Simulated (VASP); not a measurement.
Here is a VASP 6.6.1 calculation.

File INCAR:

```
SYSTEM = Mo
  PREC = Accurate
  ENCUT = 600
  EDIFF = 1E-6
  ISMEAR = -1
  SIGMA = 0.05
  LREAL = .False.
  LASPH = .True.
  NELM = 80
  ALGO = Normal
  ISIF = 3
  LWAVE = .False.
  LCHARG = .False.
  GGA = PS
  IBRION = 2
  NSW = 80
  EDIFFG = -0.005
  PSTRESS = 300.0
```

The input KPOINTS:

```
regular mesh
0
Gamma
  12 12 12
  0 0 0
```

File POSCAR:

```
Mo
1.0
   -1.5838089719      1.5838089719      1.5838089719
    1.5838089719     -1.5838089719      1.5838089719
    1.5838089719      1.5838089719     -1.5838089719
Mo
1
Direct
    0.0000000000      0.0000000000      0.0000000000
```

Potentials or basis: VASP PAW PBE potentials, release 64 (Mo_sv).

Command:

```bash
$ cat potpaw_PBE.64/Mo_sv/POTCAR > POTCAR
$ mpirun -np 1 vasp_std > vasp.out
```

(1) Predict the relaxed volume.

(2) What does it give for the band gap on the k mesh?

(3) Estimate the space group after relaxing (to 0.05 Å).

Answers

(1) 14.06 Å³/atom.

(2) zero (band 7 reaches 18.90 eV, above the bottom of band 8 at 12.65 eV).

(3) Im-3m (No. 229).

Caveat: the cell is relaxed towards a set pressure, so the enthalpy falls and the energy may rise; the PAW data sets were made with another functional, which shifts forces and pressure a little.
